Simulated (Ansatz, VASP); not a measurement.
Ga2SnSe4 in VASP and in Ansatz

```
Ga Sn Se
1.0
    -3.83083    3.83083    3.14666
     3.83083   -3.83083    3.14666
     3.83083    3.83083   -3.14666
Ga Sn Se
2 1 4
Direct
  0.00000 0.50000 0.50000
  0.50000 0.00000 0.50000
  0.00000 0.00000 0.00000
  0.07645 0.92355 0.50000
  0.42355 0.57645 0.50000
  0.92355 0.42355 0.84710
  0.57645 0.07645 0.15290
```

Alike in both runs: task relaxation of cell and atoms; functional PBE; k mesh 6 × 6 × 6; no spin polarisation.

```csv
,VASP,Ansatz
version,VASP 6.6.1,Ansatz 0.2.0
potentials or method,"VASP PAW PBE potentials, release 64 (Ga_d, Sn_d, Se), cutoff 600 eV","scalar-relativistic, plane waves, PAW"
occupations,"gaussian, width 0.01 eV",fixed
valence electrons in the cell,64,104
```

|  | VASP | Ansatz | Ansatz less VASP |
| --- | --- | --- | --- |
| gap on the k mesh at the Fermi level, each at its own relaxed structure (eV) | 1.34 | 1.34 | +0.002 |
| relaxed volume (Å³/atom) | 26.44 | 26.41 | -0.023 |
| relaxed length of the cell vector where the two differ most in proportion (Å) | 6.269 | 6.267 | -0.0018 |

VASP's potentials hold 64 valence electrons a cell and Ansatz's 104, so a difference there can come from the potentials and not from the codes.
